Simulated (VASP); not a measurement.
GaO4, 5 atoms in the cell. The structure is cubic, space group P-43m (No. 215). The conventional cell has a = 4.067 Å, b = 4.067 Å, c = 4.067 Å, α = 90.00°, β = 90.00°, γ = 90.00°. Ga (site symmetry -43m) has 4 O at 1.72 Å within 2.3 Å. Within 2.3 Å of O (site symmetry 3m) lie 1 Ga at 1.72 Å. The cell was built from a structure type or drawn by symmetry, and may not be a known phase.

```yaml
Program: VASP 6.6.1
Task: single point
Functional: PBE
Potentials_or_basis: VASP PAW PBE potentials, release 64 (Ga_d, O)
Cutoff: 520 eV
k_mesh: 4 × 4 × 4
Occupations: gaussian, width 0.1 eV
Spin: collinear spin, ferromagnetic start
Starting_moments: "[0.0, 1.0, 1.0, 1.0, 1.0] μB"
Dipole_correction: no
Further_INCAR_settings: ALGO = Normal; EDIFF = 1e-07; NBANDS = 30
```

Potentials or basis: VASP PAW PBE potentials, release 64 (Ga_d, O).

The run is started by

```bash
$ cat potpaw_PBE.64/Ga_d/POTCAR potpaw_PBE.64/O/POTCAR > POTCAR
$ mpirun -np 1 vasp_std > vasp.out
```

Hardware: 1 thread of Intel Xeon 8259CL, with other jobs on the host.

Task: Estimate the wall time of this run.

Result: Run time: 71 s on 1 thread of Intel Xeon 8259CL (shared host), peak memory 0.2 GiB. Counts: scf iterations 16, k points 10.
